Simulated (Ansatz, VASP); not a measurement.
## Two plane-wave programs on Eu

```
CELL_PARAMETERS angstrom
0.00000 2.78930 2.78930
2.78930 0.00000 2.78930
2.78930 2.78930 0.00000
ATOMIC_POSITIONS crystal
Eu 0.00000 0.00000 0.00000
```

Alike in both runs: task single point; functional PBE; k mesh 7 × 7 × 7; occupations fermi-dirac, width 0.05 eV; non-collinear spin, spin-orbit coupling.

```csv
,VASP,Ansatz
version,VASP 6.6.1,Ansatz 0.2.0
potentials or method,"VASP PAW PBE potentials, release 64 (Eu)","PAW with Ansatz's default frozen-core files, fully relativistic files with spin-orbit coupling"
plane-wave cutoff (eV),520,420
valence electrons in the cell,17,17
```

|  | VASP | Ansatz | Ansatz less VASP |
| --- | --- | --- | --- |
| net moment per atom (μB) | 7.50 | 7.50 | +0.003 |
